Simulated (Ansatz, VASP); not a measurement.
## SrO in VASP and in Ansatz

```
Sr O
1.0
     0.00000    2.79228    2.80485
     2.79228    0.00000    2.80485
     2.79228    2.79228    0.00000
Sr O
1 1
Direct
  0.00000 0.00000 0.00000
  0.25000 0.25000 0.25000
```

Change from the starting cell: uniaxial_z strain +0.5%.

Alike in both runs: task single point; functional PBE; k mesh 8 × 8 × 8; occupations fermi-dirac, width 0.02 eV; no spin polarisation.

|  | VASP | Ansatz |
| --- | --- | --- |
| version | VASP 6.6.1 | Ansatz 0.2.0 |
| potentials or method | VASP PAW PBE potentials, release 64 (Sr_sv, O) | plane waves, PAW |
| plane-wave cutoff (eV) | 520 | 420 |
| valence electrons in the cell | 16 | 16 |

Ansatz gave:

| Quantity | Value |
| --- | --- |
| gap on the k mesh at the Fermi level (eV) | 2.51 |
| pressure (GPa) | 0.7 |

Task: What did VASP give for the same quantities?

Result: gap on the k mesh at the Fermi level (eV): 2.51; pressure (GPa): 1.1.
